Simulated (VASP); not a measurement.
Wanted: the native input for a VASP 6.6.1 run.

| Quantity | Value |
| --- | --- |
| Task | relaxation of cell and atoms |
| Functional | PBE |
| Potentials or basis | VASP PAW PBE potentials, release 64 (Pd, C) |
| Cutoff | 600 eV |
| k mesh | 6 × 6 × 6 |
| Occupations | gaussian, width 0.1 eV |
| Spin | no spin polarisation |
| Dipole correction | no |
| Further INCAR settings | ALGO = Normal; EDIFF = 1e-06; IBRION = 2; EDIFFG = -0.04; NSW = 90; ISIF = 3 |

The structure of Pd2C lies in POSCAR:

```
Pd2C
1.0
    0.0000000000      2.7337555800      2.7337555800
    2.7337555800      0.0000000000      2.7337555800
    2.7337555800      2.7337555800      0.0000000000
Pd C
2 1
Direct
    0.2500000000      0.2500000000      0.2500000000
    0.7500000000      0.7500000000      0.7500000000
    0.0000000000      0.0000000000      0.0000000000
```

These files were run (other wordings do the same):

INCAR

```
SYSTEM = Pd2C
PREC = Accurate
ENCUT = 600
EDIFF = 1E-6
ISMEAR = 0
SIGMA = 0.1
LREAL = .FALSE.
LASPH = .TRUE.
NELM = 60
ALGO = Normal
ISIF = 3
LWAVE = .FALSE.
LCHARG = .FALSE.
GGA = PE
IBRION = 2
NSW = 90
EDIFFG = -0.04
```

KPOINTS

```
Automatic mesh
0
G
  6 6 6
  0 0 0
```

Potentials or basis: VASP PAW PBE potentials, release 64 (Pd, C).

Command:

```sh
$ cat potpaw_PBE.64/Pd/POTCAR potpaw_PBE.64/C/POTCAR > POTCAR
$ mpirun -np 1 vasp_std > vasp.out
```

Results of the run:

```json
{
  "Relaxed volume": "12.77 Å³/atom",
  "Relaxed cell": "a = 3.784 Å, b = 3.784 Å, c = 3.784 Å, α = 60.00°, β = 60.00°, γ = 60.00°",
  "Space group after relaxing (to 0.05 Å)": "Fm-3m (No. 225)",
  "Energy gained by relaxing": "31.6 meV/atom",
  "Ionic steps": "3",
  "Pressure after relaxing": "-0.2 GPa",
  "Band gap on the k mesh": "zero (band 12 reaches 10.40 eV, above the bottom of band 13 at 9.14 eV)"
}
```

Wall time 37 s on 1 thread of Intel(R) Xeon(R) Platinum 8259CL CPU @ 2.50GHz (Skylake/Cascade Lake) (shared host), peak memory 0.18 GiB.
